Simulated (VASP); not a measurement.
# TiZn3 (Pm-3m) in VASP: further runs

Runs on TiZn3. Level: LDA. Tasks: electric field gradients, single point.

Everything below comes from runs of VASP 6.6.1. Logs are shortened: lines on timing, memory, paths and dates and some standing lists are left out, and cuts for length are marked.

**1. The cell of the first run**

The structure is cubic, space group Pm-3m (No. 221). The conventional cell has a = 3.932 Å, b = 3.932 Å, c = 3.932 Å, α = 90.00°, β = 90.00°, γ = 90.00°. Within 3.7 Å of Ti (site symmetry m-3m) lie 12 Zn at 2.78 Å. Zn (site symmetry 4/mmm) has 4 Ti at 2.78 Å and 8 Zn at 2.78 Å within 3.7 Å.

**2. Electric field gradients, LDA**

Contents of INCAR:

```
SYSTEM = TiZn3
ALGO = Normal
EDIFF = 1E-8
ENCUT = 520
GGA = CA
ISIF = 2
ISMEAR = -1
LASPH = .TRUE.
LCHARG = .FALSE.
LEFG = .TRUE.
LREAL = .FALSE.
LWAVE = .FALSE.
NBANDS = 32
NELM = 60
PREC = Accurate
SIGMA = 0.05
```

Contents of KPOINTS:

```
k-points
0
G
  9 9 9
  0 0 0
```

Contents of POSCAR:

```
TiZn3
1.0
    3.9322000000      0.0000000000      0.0000000000
    0.0000000000      3.9322000000      0.0000000000
    0.0000000000      0.0000000000      3.9322000000
Ti Zn
1 3
Direct
    0.0000000000      0.0000000000      0.0000000000
    0.0000000000      0.5000000000      0.5000000000
    0.5000000000      0.0000000000      0.5000000000
    0.5000000000      0.5000000000      0.0000000000
```

Potentials or basis: VASP PAW LDA potentials, release 64 (Ti_sv, Zn).

Started as:

```console
$ cat potpaw_LDA.64/Ti_sv/POTCAR potpaw_LDA.64/Zn/POTCAR > POTCAR
$ mpirun -np 1 vasp_std > vasp.out
```

OUTCAR:

```text
SYSTEM = TiZn3
   EDIFF = 1E-8
   ENCUT = 520
   GGA = CA
   ISIF = 2
   ISMEAR = -1
   LASPH = .TRUE.
   LREAL = .FALSE.
   NELM = 60
   PREC = Accurate

 ion  position               nearest neighbor table
   1  0.000  0.000  0.000-   2 2.78   3 2.78   4 2.78   2 2.78   3 2.78   2 2.78   4 2.78   2 2.78
                             3 2.78   4 2.78   3 2.78   4 2.78
   2  0.000  0.500  0.500-   1 2.78   3 2.78   4 2.78   1 2.78   4 2.78   1 2.78   3 2.78   1 2.78
                             3 2.78   4 2.78   4 2.78   3 2.78
   3  0.500  0.000  0.500-   1 2.78   2 2.78   4 2.78   1 2.78   4 2.78   2 2.78   4 2.78   4 2.78
                             1 2.78   2 2.78   1 2.78   2 2.78
   4  0.500  0.500  0.000-   1 2.78   2 2.78   3 2.78   2 2.78   3 2.78   1 2.78   3 2.78   3 2.78
                             1 2.78   2 2.78   2 2.78   1 2.78

  LATTYP: Found a simple cubic cell.
 ALAT       =     3.9322000000

  Lattice vectors:

 A1 = (   3.9322000000,   0.0000000000,   0.0000000000)
 A2 = (   0.0000000000,   3.9322000000,   0.0000000000)
 A3 = (   0.0000000000,   0.0000000000,   3.9322000000)

Analysis of symmetry for initial positions (statically):
=====================================================================
 Subroutine PRICEL returns:
 Original cell was already a primitive cell.

 Routine SETGRP: Setting up the symmetry group for a
 simple cubic supercell.

 Subroutine GETGRP returns: Found 48 space group operations
 (whereof 48 operations were pure point group operations)
 out of a pool of 48 trial point group operations.

The static configuration has the point symmetry O_h .

Analysis of symmetry for dynamics (positions and initial velocities):
=====================================================================
 Subroutine PRICEL returns:
 Original cell was already a primitive cell.

 Routine SETGRP: Setting up the symmetry group for a
 simple cubic supercell.

 Subroutine GETGRP returns: Found 48 space group operations
 (whereof 48 operations were pure point group operations)
 out of a pool of 48 trial point group operations.

The dynamic configuration has the point symmetry O_h .

 Subroutine INISYM returns: Found 48 space group operations
 (whereof 48 operations are pure point group operations),
 and found     1 'primitive' translations

----------------------------------------------------------------------------------------

                                     Primitive cell

  volume of cell :      60.8005

  direct lattice vectors                    reciprocal lattice vectors
     3.932200000  0.000000000  0.000000000     0.254310564  0.000000000  0.000000000
     0.000000000  3.932200000  0.000000000     0.000000000  0.254310564  0.000000000
     0.000000000  0.000000000  3.932200000     0.000000000  0.000000000  0.254310564

  length of vectors
     3.932200000  3.932200000  3.932200000     0.254310564  0.254310564  0.254310564

  position of ions in fractional coordinates (direct lattice)
     0.000000000  0.000000000  0.000000000
     0.000000000  0.500000000  0.500000000
     0.500000000  0.000000000  0.500000000
     0.500000000  0.500000000  0.000000000

  ion indices of the primitive-cell ions
   primitive index   ion index
                 1           1
                 2           2
                 3           3
                 4           4

----------------------------------------------------------------------------------------

 KPOINTS: k-points

Automatic generation of k-mesh.
 Grid dimensions read from file:
 generate k-points for:    9    9    9

 Generating k-lattice:

  Cartesian coordinates                     Fractional coordinates (reciprocal lattice)
     0.028256729  0.000000000  0.000000000     0.111111111  0.000000000  0.000000000
     0.000000000  0.028256729  0.000000000     0.000000000  0.111111111  0.000000000
     0.000000000  0.000000000  0.028256729     0.000000000  0.000000000  0.111111111

  Length of vectors
     0.028256729  0.028256729  0.028256729

  Shift w.r.t. Gamma in fractional coordinates (k-lattice)
     0.000000000  0.000000000  0.000000000

 Subroutine IBZKPT returns following result:
 ===========================================

 Found     35 irreducible k-points:

 Following reciprocal coordinates:
            Coordinates               Weight
  0.000000  0.000000  0.000000      1.000000
  0.111111  0.000000  0.000000      6.000000
  0.222222  0.000000  0.000000      6.000000
  0.333333  0.000000  0.000000      6.000000
  0.444444  0.000000  0.000000      6.000000
  0.111111  0.111111  0.000000     12.000000
[... 16 lines left out ...]
  0.333333  0.333333  0.111111     24.000000
  0.444444  0.333333  0.111111     48.000000
 [... further k-points ...]
   k-points           NKPTS =     35   k-points in BZ     NKDIM =     35   number of bands    NBANDS=     32
   number of dos      NEDOS =    301   number of ions     NIONS =      4
   total plane-waves  NPLWV =  27000
   dimension x,y,z NGX =    30 NGY =   30 NGZ =   30
   dimension x,y,z NGXF=    60 NGYF=   60 NGZF=   60
   ions per type =               1   3
   NGX,Y,Z   is equivalent  to a cutoff of  12.68, 12.68, 12.68 a.u.
   NGXF,Y,Z  is equivalent  to a cutoff of  25.37, 25.37, 25.37 a.u.
 SYSTEM =  TiZn3
   PREC   = accura    normal or accurate (medium, high low for compatibility)
   ISTART =      0    job   : 0-new  1-cont  2-samecut
   ICHARG =      2    charge: 1-file 2-atom 10-const
   ISPIN  =      1    spin polarized calculation?
   LNONCOLLINEAR =      F non collinear calculations
   LSORBIT =      F    spin-orbit coupling
   LASPH  =      T    aspherical Exc in radial PAW
   ENCUT  =  520.0 eV  38.22 Ry    6.18 a.u.   7.31  7.31  7.31*2*pi/ulx,y,z
   NELM   =     60;   NELMIN=  2; NELMDL= -5     # of ELM steps
   EDIFF  = 0.1E-07   stopping-criterion for ELM
   LREAL  =      F    real-space projection
   EDIFFG = 0.1E-06   stopping-criterion for IOM
   NSW    =      0    number of steps for IOM
   IBRION =     -1    ionic relax: 0-MD 1-quasi-New 2-CG
   NFREE  =      0    steps in history (QN), initial steepest desc. (CG)
   ISIF   =      2    stress and relaxation
   ISYM   =      2    0-nonsym 1-usesym 2-fastsym
   POTIM  = 0.5000    time-step for ionic-motion
   TEBEG  =    0.0;   TEEND  =   0.0 temperature during run
   PSTRESS=    0.0 pullay stress
   NELECT =      48.0000    total number of electrons
   NUPDOWN=      -1.0000    fix difference up-down
   EMIN   =  10.00;   EMAX   =-10.00  energy-range for DOS
   EFERMI =   0.00;   METHOD = LEGACY
   ISMEAR =    -1;   SIGMA  =   0.05  broadening in eV -4-tet -1-fermi 0-gaus
   EFERMI_NEDOS =   21; number of points for ismear=-14 and -15
   IALGO  =     38    algorithm
   IMIX   =      4    mixing-type and parameters
     AMIX     =   0.40;   BMIX     =  1.00
     AMIX_MAG =   1.60;   BMIX_MAG =  1.00
  volume/ion in A,a.u.               =      15.20       102.58
  Fermi-wavevector in a.u.,A,eV,Ry     =   1.513049  2.859248 31.148050  2.289317
  Thomas-Fermi vector in A             =   2.622892
   LORBIT       =      0    0 simple, 1 ext, 2 COOP (PROOUT), +10 PAW based schemes
   GGA     = CA    functional components
   LHFCALC =     F    Hartree Fock is set to
   AEXX    =    0.0000 exact exchange contribution
   IVDW    =     0    specifies the selected vdW correction
   LEPSILON=     F    determine dielectric tensor
   LRPA    =     F    only Hartree local field effects (RPA)
 non-spin polarized calculation
  energy-cutoff  :      520.00
  volume of cell :       60.80
 maximum number of plane-waves:      1662
 NGX is ok and might be reduce to    30
   NGX = 15   NGY = 15   NGZ = 15

 number of electron      47.9999979 magnetization

 Free energy of the ion-electron system (eV)
  ---------------------------------------------------
  ext. energy  EPLUGINS =         0.00000000
  ---------------------------------------------------
  free energy    TOTEN  =       -14.92448544 eV

  energy without entropy =      -14.89630049  energy(sigma->0) =      -14.91039296

 E-fermi :   4.0711     XC(G=0): -12.0507

 val. band max:        4.0464285688   @ k =   0.2222   0.1111   0.0000
 cond. band min:       4.0717025739   @ k =   0.4444   0.2222   0.2222
 fundamental gap:      0.0252740051
 Fermi energy:         4.0711236247

 k-point     1 :       0.0000    0.0000    0.0000
  band No.  band energies     occupation
      1     -52.0146      2.00000
      2     -28.6598      2.00000
      3     -28.6598      2.00000
      4     -28.6598      2.00000
      5      -5.0817      2.00000
      6      -3.5972      2.00000
[... 24 lines left out ...]
     31       9.6800      0.00000
     32      12.5875      0.00000

 k-point     2 :       0.1111    0.0000    0.0000
  band No.  band energies     occupation
      1     -52.0144      2.00000
      2     -28.6622      2.00000
      3     -28.6597      2.00000
      4     -28.6597      2.00000
      5      -4.9563      2.00000
      6      -3.5681      2.00000
[... 24 lines left out ...]
     31      10.3159      0.00000
     32      12.4564      0.00000

 k-point     3 :       0.2222    0.0000    0.0000
  band No.  band energies     occupation
      1     -52.0142      2.00000
      2     -28.6682      2.00000
      3     -28.6595      2.00000
      4     -28.6595      2.00000
      5      -4.5918      2.00000
      6      -3.4866      2.00000
[... 24 lines left out ...]
     31      11.8078      0.00000
     32      11.8078      0.00000

 k-point     4 :       0.3333    0.0000    0.0000
  band No.  band energies     occupation
      1     -52.0139      2.00000
      2     -28.6751      2.00000
      3     -28.6593      2.00000
      4     -28.6593      2.00000
      5      -4.0529      2.00000
      6      -3.3779      2.00000
[... 654 lines left out ...]
     31      10.8068      0.00000
     32      12.1893      0.00000

 k-point    23 :       0.3333    0.3333    0.1111
  band No.  band energies     occupation
      1     -52.0131      2.00000
      2     -28.6735      2.00000
      3     -28.6727      2.00000
      4     -28.6607      2.00000
      5      -3.4870      2.00000
      6      -3.2338      2.00000
[... 24 lines left out ...]
     31      10.3296      0.00000
     32      10.9569      0.00000

 k-point    24 :       0.4444    0.3333    0.1111
  band No.  band energies     occupation
      1     -52.0130      2.00000
      2     -28.6772      2.00000
      3     -28.6726      2.00000
      4     -28.6605      2.00000
      5      -3.3671      2.00000
      6      -3.2183      2.00000
[... 24 lines left out ...]
     31      10.7072      0.00000
     32      11.5194      0.00000

 [... further k-points ...]

------------------------ aborting loop because EDIFF is reached ----------------------------------------

  FORCE on cell =-STRESS in cart. coord.  units (eV):
  Direction    XX          YY          ZZ          XY          YZ          ZX
  --------------------------------------------------------------------------------------
  -------------------------------------------------------------------------------------
  Total       -3.5641912     -3.5641912     -3.5641912     -0.0000000      0.0000000     -0.0000000
  in kB      -93.9214483    -93.9214483    -93.9214483     -0.0000000      0.0000000     -0.0000000
  external PRESSURE =     -93.9214483 kB  Pullay stress =       0.0000000 kB

 VOLUME and BASIS-vectors are now :
 -----------------------------------------------------------------------------
  energy-cutoff  :      520.00
  volume of cell :       60.80
      direct lattice vectors                 reciprocal lattice vectors
     3.932200000  0.000000000  0.000000000     0.254310564  0.000000000  0.000000000
     0.000000000  3.932200000  0.000000000     0.000000000  0.254310564  0.000000000
     0.000000000  0.000000000  3.932200000     0.000000000  0.000000000  0.254310564

 POSITION                                       TOTAL-FORCE (eV/Angst)
 -----------------------------------------------------------------------------------
      0.00000      0.00000      0.00000         0.000000      0.000000      0.000000
      0.00000      1.96610      1.96610         0.000000      0.000000      0.000000
      1.96610      0.00000      1.96610         0.000000      0.000000      0.000000
      1.96610      1.96610      0.00000         0.000000      0.000000      0.000000
 -----------------------------------------------------------------------------------
    total drift:                                0.000000      0.000000     -0.000000

  FREE ENERGIE OF THE ION-ELECTRON SYSTEM (eV)
  ---------------------------------------------------
  free  energy   TOTEN  =       -14.9244854369 eV

  energy  without entropy=      -14.8963004855  energy(sigma->0) =      -14.91039296

 Electric field gradients (V/A^2)
---------------------------------------------------------------------
 ion       V_xx      V_yy      V_zz      V_xy      V_xz      V_yz
---------------------------------------------------------------------
   1      -0.000    -0.000    -0.000     0.000    -0.000    -0.000
   2      40.020   -20.010   -20.010     0.000     0.000    -0.000
   3     -20.010    40.020   -20.010    -0.000    -0.000    -0.000
   4     -20.010   -20.010    40.020    -0.000     0.000    -0.000
---------------------------------------------------------------------

 Electric field gradients after diagonalization (V/A^2)
 (convention: |V_zz| > |V_xx| > |V_yy|)
----------------------------------------------------------------------
 ion       V_xx      V_yy      V_zz     asymmetry (V_yy - V_xx)/ V_zz
----------------------------------------------------------------------
   1      -0.000    -0.000    -0.000      -0.301
   2     -20.010   -20.010    40.020       0.000
   3     -20.010   -20.010    40.020       0.000
   4     -20.010   -20.010    40.020       0.000
----------------------------------------------------------------------

           NMR quadrupolar parameters

 Cq : quadrupolar parameter    Cq=e*Q*V_zz/h
 eta: asymmetry parameters     (V_yy - V_xx)/ V_zz
 Q  : nuclear electric quadrupole moment in mb (millibarn)
----------------------------------------------------------------------
 ion       Cq(MHz)       eta       Q (mb)
----------------------------------------------------------------------
   1      -0.000      -0.301       1.000
   2       0.097       0.000       1.000
   3       0.097       0.000       1.000
   4       0.097       0.000       1.000
----------------------------------------------------------------------
```

Run time: 71 s. Hardware: 1 thread of Intel Xeon Platinum 8259CL at 2.50GHz (Skylake/Cascade Lake), shared host; peak memory 0.18 GiB.

What came out:

| Item | Value |
| --- | --- |
| Free energy | -14.9245 eV |
| Pressure | -9.4 GPa |
| Band gap on the k mesh | zero (bands 24 and 25 overlap by 1.86 eV) |
| Largest electric field gradient by atom | Ti -0.0; Zn +40.0 V/Å² |

Electric field gradients, principal values (V/Å²):
| atom | least | middle | greatest (by size) |
| --- | --- | --- | --- |
| 1 Ti | 0.000 | 0.000 | 0.000 |
| 2 Zn | -20.010 | -20.010 | 40.020 |
| 3 Zn | -20.010 | -20.010 | 40.020 |
| 4 Zn | -20.010 | -20.010 | 40.020 |

Caveat: the cell stands under tension; without QUAD_EFG the Cq values of the log hold for a quadrupole moment of 1 mb, not for the nuclei.

[end of part 1 of 2]

The gap in the log of VASP goes by the Fermi energy; the results here count the filled bands.